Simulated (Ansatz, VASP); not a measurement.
# InSb in VASP and in Ansatz

Contents of INCAR:

```
PREC = Accurate ; ENCUT = 520
EDIFF = 1E-8 ; ISMEAR = -1
SIGMA = 0.08 ; LREAL = False
LASPH = True ; NELM = 100
ALGO = Normal ; ISIF = 2
LWAVE = False ; LCHARG = False
LEFG = True ; NBANDS = 26
```

KPOINTS

```
regular mesh
0
Gamma
  6 6 11
```

The input POSCAR:

```
InSb
1.0
    5.3210458966      0.0000000000      0.0000000000
    0.0000000000      5.6736632744      0.0000000000
    0.0000000000      0.0000000000      3.0424423336
In Sb
2 2
Direct
    0.0000000000      0.0000000000      0.0000000000
    0.5000000000      0.5000000000      0.0000000000
    0.5000000000      0.0000000000      0.8350000000
    0.0000000000      0.5000000000      0.1650000000
```

Input for Ansatz:

```yaml
crystal:
  lattice:
    - [5.3210458966, 0.0, 0.0]
    - [0.0, 5.6736632744, 0.0]
    - [0.0, 0.0, 3.0424423336]
  atoms:
    - { symbol: In, position: [0.0, 0.0, 0.0] }
    - { symbol: In, position: [0.5, 0.5, 0.0] }
    - { symbol: Sb, position: [0.5, 0.0, 0.835] }
    - { symbol: Sb, position: [0.0, 0.5, 0.165] }
kpoints:
  mp_grid: { grid: [6, 6, 11] }
scf:
  occupations: { method: fermi_dirac, width: 0.08 }
hamiltonian:
  xc: lda
  pseudopotentials: { kind: all_electron, datasets: crystal }
output:
  forces: true
  stress: true
  eigenvalues: true
  efg: { contact_densities: true }
```

Change from the starting cell: volume scaled by 0.98, crystal datasets.

Alike in both runs: task electric field gradients; functional LDA; k mesh 6 × 6 × 11; occupations fermi-dirac, width 0.08 eV; no spin polarisation.

```csv
,VASP,Ansatz
version,VASP 6.6.1,Ansatz 0.2.0
potentials or method,"VASP PAW LDA potentials, release 64 (In_d, Sb), cutoff 520 eV","all-electron PAW with datasets made for the crystal, scalar-relativistic"
```

|  | VASP | Ansatz | Ansatz less VASP |
| --- | --- | --- | --- |
| pressure (GPa) | 14.2 | 13.9 | -0.30 |
| traceless stress, the component that is largest in VASP (GPa) | 11.98 | 11.93 | -0.048 |
| rms of the force components (eV/Å) | 0.294 | 0.291 | -0.0028 |
| size of Vzz on the site where it differs most (V/Å²) | 86.3 | 74.0 | -12.29 |

LDA's correlation is that of Perdew and Zunger in VASP and of Perdew and Wang (1992) in Ansatz. Atom by atom the forces differ by 0.003 eV/Å (rms over components). Ansatz ran all-electron here, and VASP with PAW potentials.

Neither program's run includes spin-orbit coupling.
